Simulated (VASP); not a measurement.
# Cr (Im-3m) in VASP: notebook

Runs on Cr. Level: PBE. Tasks: relaxation of cell and atoms.

Program: VASP 6.6.1. These are calculated values, not measurements. Logs are shortened: lines on timing, memory, paths and dates and some standing lists are left out, and cuts for length are marked.

### 1 The cell of the first run

The structure is cubic, space group Im-3m (No. 229). Conventional cell: a = 2.763 Å, b = 2.763 Å, c = 2.763 Å, α = 90.00°, β = 90.00°, γ = 90.00°. Within 3.2 Å of Cr (site symmetry m-3m) lie 14 Cr at 2.39 to 2.76 Å.

### 2 Relaxation of cell and atoms, PBE, collinear spin, ferromagnetic start, target pressure 29 GPa, at which the enthalpy is minimised

File INCAR:

```
SYSTEM = Cr
PREC = Accurate
ENCUT = 600
EDIFF = 1E-6
ISMEAR = -1
SIGMA = 0.05
LREAL = .False.
LASPH = .True.
NELM = 150
ALGO = Normal
ISIF = 3
LWAVE = .False.
LCHARG = .False.
ISPIN = 2
MAGMOM = 2
LORBIT = 11
LMAXMIX = 4
GGA = PE
IBRION = 2
NSW = 60
EDIFFG = -0.005
PSTRESS = 290.0
```

File KPOINTS:

```
regular mesh
0
Gamma
  19 19 19
  0 0 0
```

File POSCAR:

```
Cr
1.0
   -1.3815732553      1.3815732553      1.3815732553
    1.3815732553     -1.3815732553      1.3815732553
    1.3815732553      1.3815732553     -1.3815732553
Cr
1
Direct
    0.0000000000      0.0000000000      0.0000000000
```

Potentials or basis: VASP PAW PBE potentials, release 64 (Cr_pv).

Command:

```sh
$ cat potpaw_PBE.64/Cr_pv/POTCAR > POTCAR
$ mpirun -np 1 vasp_std > vasp.out
```

OUTCAR:

```text
SYSTEM = Cr
   PREC = Accurate
   ENCUT = 600
   EDIFF = 1E-6
   ISMEAR = -1
   LREAL = .False.
   LASPH = .True.
   NELM = 150
   ISIF = 3
   ISPIN = 2
   LORBIT = 11
   GGA = PE
   IBRION = 2
   NSW = 60
   EDIFFG = -0.005
   PSTRESS = 290.0

 ion  position               nearest neighbor table
   1  0.000  0.000  0.000-

  LATTYP: Found a body centered cubic cell.
 ALAT       =     2.7631465106

  Lattice vectors:

 A1 = (  -1.3815732553,   1.3815732553,   1.3815732553)
 A2 = (   1.3815732553,  -1.3815732553,   1.3815732553)
 A3 = (   1.3815732553,   1.3815732553,  -1.3815732553)

Analysis of symmetry for initial positions (statically):
=====================================================================
 Subroutine PRICEL returns:
 Original cell was already a primitive cell.

 Routine SETGRP: Setting up the symmetry group for a
 body centered cubic supercell.

 Subroutine GETGRP returns: Found 48 space group operations
 (whereof 48 operations were pure point group operations)
 out of a pool of 48 trial point group operations.

The static configuration has the point symmetry O_h .

Analysis of symmetry for dynamics (positions and initial velocities):
=====================================================================
 Subroutine PRICEL returns:
 Original cell was already a primitive cell.

 Routine SETGRP: Setting up the symmetry group for a
 body centered cubic supercell.

 Subroutine GETGRP returns: Found 48 space group operations
 (whereof 48 operations were pure point group operations)
 out of a pool of 48 trial point group operations.

The dynamic configuration has the point symmetry O_h .

Analysis of structural, dynamic, and magnetic symmetry:
=====================================================================
 Subroutine PRICEL returns:
 Original cell was already a primitive cell.

 Routine SETGRP: Setting up the symmetry group for a
 body centered cubic supercell.

 Subroutine GETGRP returns: Found 48 space group operations
 (whereof 48 operations were pure point group operations)
 out of a pool of 48 trial point group operations.

The overall configuration has the point symmetry O_h .

 Subroutine INISYM returns: Found 48 space group operations
 (whereof 48 operations are pure point group operations),
 and found     1 'primitive' translations

----------------------------------------------------------------------------------------

                                     Primitive cell

  volume of cell :      10.5483

  direct lattice vectors                    reciprocal lattice vectors
[... 102 lines left out ...]
   IALGO  =     38    algorithm
   IMIX   =      4    mixing-type and parameters
     AMIX     =   0.40;   BMIX     =  1.00
     AMIX_MAG =   1.60;   BMIX_MAG =  1.00
  volume/ion in A,a.u.               =      10.55        71.18
  Fermi-wavevector in a.u.,A,eV,Ry     =   1.708997  3.229536 39.738144  2.920671
  Thomas-Fermi vector in A             =   2.787562
   LORBIT       =     11    0 simple, 1 ext, 2 COOP (PROOUT), +10 PAW based schemes
   GGA     = PE    functional components
   LHFCALC =     F    Hartree Fock is set to
   AEXX    =    0.0000 exact exchange contribution
   IVDW    =     0    specifies the selected vdW correction
   LEPSILON=     F    determine dielectric tensor
   LRPA    =     F    only Hartree local field effects (RPA)
 conjugate gradient relaxation of ions
 spin polarized calculation
  energy-cutoff  :      600.00
  volume of cell :       10.55
 maximum number of plane-waves:       370
   NGX =  9   NGY =  9   NGZ =  9

--------------------------------------- Ionic step        1  -------------------------------------------

 number of electron      11.9999999 magnetization      -0.0001137

 number of electron      11.9999999 magnetization       0.0000006

 Free energy of the ion-electron system (eV)
  ---------------------------------------------------
  ext. energy  EPLUGINS =         0.00000000
  ---------------------------------------------------
  free energy    TOTEN  =        -9.43844094 eV

  energy without entropy =       -9.43321610  energy(sigma->0) =       -9.43582852

------------------------ aborting loop because EDIFF is reached ----------------------------------------

  FORCE on cell =-STRESS in cart. coord.  units (eV):
  Direction    XX          YY          ZZ          XY          YZ          ZX
  --------------------------------------------------------------------------------------
  -------------------------------------------------------------------------------------
  Total        1.8400437      1.8400437      1.8400437      0.0000000      0.0000000      0.0000000
  in kB      279.4840127    279.4840127    279.4840127      0.0000000      0.0000000      0.0000000
  external PRESSURE =     -10.5159873 kB  Pullay stress =     290.0000000 kB
[... 65 lines left out ...]
 number of electron      11.9999998 magnetization       0.0000010

 number of electron      11.9999998 magnetization      -0.0000016

 Free energy of the ion-electron system (eV)
  ---------------------------------------------------
  ext. energy  EPLUGINS =         0.00000000
  ---------------------------------------------------
  free energy    TOTEN  =        -9.43307852 eV

  energy without entropy =       -9.42785871  energy(sigma->0) =       -9.43046861

 E-fermi :  12.3563     XC(G=0): -14.2274

 val. band max:       12.3528996921   @ k =   0.4211   0.1053  -0.0000
 cond. band min:      12.3596580782   @ k =  -0.3158   0.3158   0.2632
 fundamental gap:      0.0067583862
 Fermi energy:        12.3563419830

 spin component 1

 k-point     1 :       0.0000    0.0000    0.0000
  band No.  band energies     occupation
      1     -30.2261      1.00000
      2     -30.2261      1.00000
      3     -30.2261      1.00000
      4       4.1904      1.00000
      5      11.3228      1.00000
      6      11.3228      1.00000
      7      11.3228      1.00000
      8      13.6387      0.00000
      9      13.6387      0.00000
     10      19.5298      0.00000
     11      35.3977      0.00000
[... 310 lines left out ...]
  band No.  band energies     occupation
      1     -31.2464      1.00000
      2     -30.5745      1.00000
      3     -30.2814      1.00000
      4       7.8145      1.00000
      5       9.8448      1.00000
      6      11.3733      1.00000
      7      13.4275      0.00000
      8      14.1283      0.00000
      9      15.4585      0.00000
     10      19.5281      0.00000
     11      26.2076      0.00000

 [... further k-points ...]

 spin component 2

 k-point     1 :       0.0000    0.0000    0.0000
  band No.  band energies     occupation
      1     -30.2261      1.00000
      2     -30.2261      1.00000
      3     -30.2261      1.00000
      4       4.1904      1.00000
      5      11.3228      1.00000
      6      11.3228      1.00000
      7      11.3228      1.00000
      8      13.6388      0.00000
      9      13.6388      0.00000
     10      19.5297      0.00000
     11      35.3977      0.00000
[... 354 lines left out ...]
  energy  without entropy=       -9.4278587062  energy(sigma->0) =       -9.43046861

  enthalpy is  TOTEN    =        -7.5292617559 eV   P V=        1.9038167638

 reached required accuracy - stopping structural energy minimisation

 total charge

# of ion       s       p       d       tot
------------------------------------------
    1        0.478   6.471   4.334  11.282

 magnetization (x)

# of ion       s       p       d       tot
------------------------------------------
    1        0.000   0.000   0.000   0.000
```

OSZICAR:

```text
N       E                     dE             d eps       ncg     rms          rms(c)
DAV:   1     0.835487315352E+02    0.83549E+02   -0.78337E+03  9720   0.147E+03
DAV:   2    -0.903566204565E+01   -0.92584E+02   -0.89557E+02  9728   0.328E+02
DAV:   3    -0.102357829176E+02   -0.12001E+01   -0.11906E+01 10601   0.454E+01
[... 20 lines left out ...]
       N       E                     dE             d eps       ncg     rms          rms(c)
DAV:   1    -0.944255897917E+01   -0.23725E-01   -0.15555E-01  9680   0.730E+00    0.886E-01
DAV:   2    -0.943331666202E+01    0.92423E-02   -0.29763E-02  9758   0.288E+00    0.148E-01
DAV:   3    -0.943313995029E+01    0.17671E-03   -0.23476E-04 10256   0.263E-01    0.798E-02
DAV:   4    -0.943307801003E+01    0.61940E-04   -0.10239E-04 10073   0.150E-01    0.118E-02
DAV:   5    -0.943307851971E+01   -0.50968E-06   -0.20613E-06  9221   0.231E-02
   3 F= -.75292618E+01 E0= -.75266518E+01  d E =-.987755E-04  mag=     0.0000
```

Wall time 45 s (1 thread of Intel Xeon 6975P-C (Granite Rapids), shared host); peak memory 0.17 GiB.

What came out:

| Quantity | Value |
| --- | --- |
| Free energy | -9.4331 eV |
| Relaxed volume | 10.52 Å³/atom |
| Relaxed cell | a = 2.391 Å, b = 2.391 Å, c = 2.391 Å, α = 109.47°, β = 109.47°, γ = 109.47° |
| Space group after relaxing (to 0.1 Å) | Im-3m (No. 229) |
| Energy change on relaxing (the run minimises the enthalpy) | +5.4 meV/atom |
| Ionic steps | 3 |
| Pressure after relaxing | 29.0 GPa |
| Band gap on the k mesh | zero (filled and empty bands overlap) |
| Net moment | 0.00 μB per cell |
| Valence electrons inside the program's atomic spheres | Cr 11.28 |

The path:
| step | energy change (eV) | largest force (eV/Å) | pressure (GPa) | volume (Å³) |
| --- | --- | --- | --- | --- |
| 1 | 0.0000 | 0.0000 | 27.95 | 10.55 |
| 2 | 0.0196 | 0.0000 | 31.77 | 10.44 |
| 3 | 0.0054 | 0.0000 | 29.05 | 10.52 |

Final structure:
```yaml
crystal:
  lattice:
    - [-1.38025, 1.38025, 1.38025]
    - [1.38025, -1.38025, 1.38025]
    - [1.38025, 1.38025, -1.38025]
  atoms:
    - { symbol: Cr, position: [0.00000, 0.00000, 0.00000] }
```

Caveat: the cell is relaxed towards a set pressure, so the run minimises the enthalpy, not the energy.

### 3 Relaxation of cell and atoms, PBE, collinear spin, ferromagnetic start

This run uses another cell than the first one, of 11.76 Å³/atom.

File INCAR:

```
PREC = Accurate
ENCUT = 600
EDIFF = 1E-7
ISMEAR = -1
SIGMA = 0.05
LREAL = F
LASPH = T
NELM = 150
ALGO = Normal
ISIF = 3
LWAVE = F
LCHARG = F
ISPIN = 2
MAGMOM = 2
LORBIT = 11
LMAXMIX = 4
GGA = PE
IBRION = 2
NSW = 60
EDIFFG = -0.005
```

File KPOINTS:

```
Automatic mesh
0
Gamma
  19 19 19
```

File POSCAR:

```
Cr
1.0
   -1.4326509582      1.4326509582      1.4326509582
    1.4326509582     -1.4326509582      1.4326509582
    1.4326509582      1.4326509582     -1.4326509582
Cr
1
Direct
    0.0000000000      0.0000000000      0.0000000000
```

Potentials or basis: VASP PAW PBE potentials, release 64 (Cr_pv).

Command:

```sh
$ cat potpaw_PBE.64/Cr_pv/POTCAR > POTCAR
$ mpirun -np 1 vasp_std > vasp.out
```

OUTCAR:

```text
PREC = Accurate
   ENCUT = 600
   EDIFF = 1E-7
   ISMEAR = -1
   LREAL = F
   LASPH = T
   NELM = 150
   ISIF = 3
   ISPIN = 2
   LORBIT = 11
   GGA = PE
   IBRION = 2
   NSW = 60
   EDIFFG = -0.005

 ion  position               nearest neighbor table
   1  0.000  0.000  0.000-

  LATTYP: Found a body centered cubic cell.
 ALAT       =     2.8653019164

  Lattice vectors:

 A1 = (  -1.4326509582,   1.4326509582,   1.4326509582)
 A2 = (   1.4326509582,  -1.4326509582,   1.4326509582)
 A3 = (   1.4326509582,   1.4326509582,  -1.4326509582)

Analysis of symmetry for initial positions (statically):
=====================================================================
 Subroutine PRICEL returns:
 Original cell was already a primitive cell.

 Routine SETGRP: Setting up the symmetry group for a
 body centered cubic supercell.

 Subroutine GETGRP returns: Found 48 space group operations
[... 276 lines left out ...]
      3     -31.7371      1.00000
      4       3.1328      1.00000
      5      10.0763      1.00000
      6      10.0763      1.00000
      7      10.0763      1.00000
      8      12.1337      0.00000
      9      12.1337      0.00000
     10      18.0916      0.00000
     11      33.3115      0.00000
[... 310 lines left out ...]
  band No.  band energies     occupation
      1     -32.5015      1.00000
      2     -32.0019      1.00000
      3     -31.7772      1.00000
      4       6.7876      1.00000
      5       8.7771      1.00000
      6      10.0021      1.00000
      7      11.9352      0.00000
      8      12.5419      0.00000
      9      13.7017      0.00000
     10      18.0892      0.00000
     11      23.6465      0.00000

 [... further k-points ...]

 spin component 2

 k-point     1 :       0.0000    0.0000    0.0000
  band No.  band energies     occupation
      1     -31.7371      1.00000
      2     -31.7371      1.00000
      3     -31.7371      1.00000
      4       3.1328      1.00000
      5      10.0763      1.00000
      6      10.0763      1.00000
      7      10.0763      1.00000
      8      12.1337      0.00000
      9      12.1337      0.00000
     10      18.0916      0.00000
     11      33.3115      0.00000
[... 350 lines left out ...]
  FREE ENERGIE OF THE ION-ELECTRON SYSTEM (eV)
  ---------------------------------------------------
  free  energy   TOTEN  =        -9.5185938592 eV

  energy  without entropy=       -9.5133179178  energy(sigma->0) =       -9.51595589

 reached required accuracy - stopping structural energy minimisation

 total charge

# of ion       s       p       d       tot
------------------------------------------
    1        0.442   6.408   4.211  11.061

 magnetization (x)

# of ion       s       p       d       tot
------------------------------------------
    1        0.000   0.000   0.000   0.000
```

OSZICAR:

```text
N       E                     dE             d eps       ncg     rms          rms(c)
DAV:   1     0.856264830354E+02    0.85626E+02   -0.78732E+03  9704   0.145E+03
DAV:   2    -0.919904090820E+01   -0.94826E+02   -0.91850E+02  9740   0.328E+02
[... 26 lines left out ...]
DAV:   2    -0.952637954559E+01    0.21276E+00   -0.78052E-01  9752   0.142E+01    0.663E-01
DAV:   3    -0.952013052865E+01    0.62490E-02   -0.13099E-02 10070   0.192E+00    0.343E-01
DAV:   4    -0.951861877839E+01    0.15118E-02   -0.27122E-03 10244   0.769E-01    0.585E-02
DAV:   5    -0.951859627322E+01    0.22505E-04   -0.10657E-04 10406   0.171E-01    0.298E-02
DAV:   6    -0.951859391373E+01    0.23595E-05   -0.28867E-06  9872   0.248E-02    0.159E-03
DAV:   7    -0.951859385921E+01    0.54521E-07   -0.44084E-08  6622   0.314E-03
   3 F= -.95185939E+01 E0= -.95159559E+01  d E =-.364959E-02  mag=     0.0000
```

CONTCAR:

```text
Cr
   1.00000000000000
    -1.4232465880011054    1.4232465880011054    1.4232465880011054
     1.4232465880011054   -1.4232465880011054    1.4232465880011054
     1.4232465880011054    1.4232465880011054   -1.4232465880011054
  Cr
     1
Direct
     0.0000000000000000    0.0000000000000000    0.0000000000000000

  0.00000000E+00  0.00000000E+00  0.00000000E+00
```

It took 52 s on 1 thread of Intel Xeon 6975P-C (Granite Rapids), shared host; peak memory 0.18 GiB.

Results:

- Free energy: -9.5186 eV
- Relaxed volume: 11.53 Å³/atom
- Relaxed cell: a = 2.465 Å, b = 2.465 Å, c = 2.465 Å, α = 109.47°, β = 109.47°, γ = 109.47°
- Space group after relaxing (to 0.1 Å): Im-3m (No. 229)
- Energy gained by relaxing: 3.6 meV/atom
- Ionic steps: 3
- Pressure after relaxing: -0.1 GPa
- Band gap on the k mesh: zero (filled and empty bands overlap)
- Net moment: 0.00 μB per cell
- Valence electrons inside the program's atomic spheres: Cr 11.06

The path:
```tsv
step	energy change (eV)	largest force (eV/Å)	pressure (GPa)	volume (Å³)
1	0.0000	0.0000	-4.94	11.76
2	0.0068	0.0000	9.19	11.16
3	-0.0036	0.0000	-0.07	11.53
```

Final structure:
```
Cr
1.0
    -1.42325    1.42325    1.42325
     1.42325   -1.42325    1.42325
     1.42325    1.42325   -1.42325
Cr
1
Direct
  0.00000 0.00000 0.00000
```
